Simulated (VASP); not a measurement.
Here is a VASP 6.6.1 calculation.

File POSCAR:

```
BN
1.0
    0.0000000000      1.7458259346      1.7458259346
    1.7458259346      0.0000000000      1.7458259346
    1.7458259346      1.7458259346      0.0000000000
B N
1 1
Direct
    0.0000000000      0.0000000000      0.0000000000
    0.5000000000      0.5000000000      0.5000000000
```

File INCAR.step1:

```
SYSTEM = BN
ALGO     = Normal         ! electronic algorithm
EDIFF    = 1E-5           ! SCF threshold, eV
ENCUT    = 520            ! plane-wave cutoff, eV
GGA      = PE             ! functional
ISIF     = 2              ! what is computed and relaxed
ISMEAR   = 0              ! smearing method
LASPH    = .True.         ! aspherical terms in the spheres
LCHARG   = .False.        ! write CHGCAR
LREAL    = .False.        ! projectors in reciprocal space
LWAVE    = .True.         ! write WAVECAR
NBANDS   = 11             ! bands
NELM     = 100            ! most SCF steps
PREC     = Accurate       ! precision mode
SIGMA    = 0.01           ! smearing width, eV
```

INCAR.step2

```
SYSTEM = BN
ALGO     = Normal         ! electronic algorithm
EDIFF    = 1E-6           ! SCF threshold, eV
ENCUT    = 520            ! plane-wave cutoff, eV
GGA      = PE             ! functional
HFSCREEN = 0.2079         ! screening, 1/A
ISIF     = 2              ! what is computed and relaxed
ISMEAR   = 0              ! smearing method
ISTART   = 1            
LASPH    = .True.         ! aspherical terms in the spheres
LCHARG   = .False.        ! write CHGCAR
LHFCALC  = .True.         ! exact exchange
LREAL    = .False.        ! projectors in reciprocal space
LWAVE    = .False.        ! write WAVECAR
NBANDS   = 11             ! bands
NELM     = 100            ! most SCF steps
PREC     = Accurate       ! precision mode
PRECFOCK = Normal       
SIGMA    = 0.01           ! smearing width, eV
```

The input KPOINTS:

```
k-points
0
Gamma
  6 6 6
  0 0 0
```

Potentials or basis: VASP PAW PBE potentials, release 64 (B, N).

Launch:

```sh
$ cat potpaw_PBE.64/B/POTCAR potpaw_PBE.64/N/POTCAR > POTCAR
$ cp INCAR.step1 INCAR
$ mpirun -np 1 vasp_std > vasp.out
$ cp INCAR.step2 INCAR
$ mpirun -np 1 vasp_std > vasp.out
```

Problem. What does it give for the band gap on the k mesh?

Solution. 2.17 eV, indirect (least direct gap 7.23 eV).

Problem. Estimate the pressure.

Solution. -8.2 GPa.

Caveat: the k points lie up to 0.52 Å⁻¹ apart; the PAW data sets were made with another functional, which shifts forces and pressure a little. A k mesh can miss the band edges.
